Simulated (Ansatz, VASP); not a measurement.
## InAgTe2 in VASP and in Ansatz

INCAR

```
SYSTEM = InAgTe2
  ALGO = Normal
  EDIFF = 1E-6
  ENCUT = 500
  GGA = PE
  GGA_COMPAT = .FALSE.
  ISIF = 2
  ISMEAR = -1
  LASPH = .TRUE.
  LCHARG = .TRUE.
  LELF = .TRUE.
  LREAL = .FALSE.
  LVHAR = .TRUE.
  LWAVE = .FALSE.
  NBANDS = 46
  NELM = 120
  PREC = Accurate
  SIGMA = 0.02
```

KPOINTS

```
k-points
0
G
  6 6 6
  0 0 0
```

POSCAR

```
InAgTe2
1.0
   -3.2572129473      3.2572129473      6.4257052351
    3.2572129473     -3.2572129473      6.4257052351
    3.2572129473      3.2572129473     -6.4257052351
Ag Te In
2 4 2
Direct
    0.0000000000      0.0000000000      0.0000000000
    0.7500000000      0.2500000000      0.5000000000
    0.3750000000      0.3719465341      0.4969465341
    0.1219465341      0.6250000000     -0.0030534659
    0.8750000000      0.8780534659      0.5030534659
    0.6280534659      0.1250000000      0.0030534659
    0.5000000000      0.5000000000      0.0000000000
    0.2500000000      0.7500000000      0.5000000000
```

Input for Ansatz:

```yaml
crystal:
  lattice:
    - [-3.2572129473, 3.2572129473, 6.4257052351]
    - [3.2572129473, -3.2572129473, 6.4257052351]
    - [3.2572129473, 3.2572129473, -6.4257052351]
  atoms:
    - { symbol: Ag, position: [0.0, 0.0, 0.0] }
    - { symbol: Te, position: [0.375, 0.3719465341, 0.4969465341] }
    - { symbol: Ag, position: [0.75, 0.25, 0.5] }
    - { symbol: Te, position: [0.1219465341, 0.625, -0.0030534659] }
    - { symbol: In, position: [0.5, 0.5, 0.0] }
    - { symbol: Te, position: [0.875, 0.8780534659, 0.5030534659] }
    - { symbol: In, position: [0.25, 0.75, 0.5] }
    - { symbol: Te, position: [0.6280534659, 0.125, 0.0030534659] }
kpoints:
  mp_grid: { grid: [6, 6, 6] }
  band_path:
    path:
      - [0.0, 0.0, 0.0]
      - [0.0, 0.0, 0.5]
      - [0.25, 0.25, 0.25]
      - [0.0, 0.5, 0.0]
      - [0.5, 0.5, -0.5]
      - [0.3142378083, 0.6857621917, -0.3142378083]
      - [-0.3142378083, 0.3142378083, 0.3142378083]
      - [-0.1284756165, 0.1284756165, 0.5]
      - [0.5, 0.5, -0.1284756165]
    npoints: 1
hamiltonian:
  xc: pbe
scf:
  occupations: { method: fermi_dirac, width: 0.02 }
  n_extra_bands: 6
output:
  forces: true
  stress: true
  eigenvalues: true
```

Alike in both runs: task single point; functional PBE; k mesh 6 × 6 × 6; occupations fermi-dirac, width 0.02 eV; no spin polarisation.

|  | VASP | Ansatz |
| --- | --- | --- |
| version | VASP 6.6.1 | Ansatz 0.2.0 |
| potentials or method | VASP PAW PBE potentials, release 64 (Ag, Te, In_d) | plane waves, PAW |
| plane-wave cutoff (eV) | 500 | 420 |
| valence electrons in the cell | 72 | 128 |

|  | VASP | Ansatz | Ansatz less VASP |
| --- | --- | --- | --- |
| pressure (GPa) | 1.2 | 1.2 | +0.03 |
| rms of the force components (eV/Å) | 0.061 | 0.058 | -0.0031 |

VASP's potentials hold 72 valence electrons a cell and Ansatz's 128, so a difference there can come from the potentials and not from the codes.

Spin-orbit coupling is off throughout.
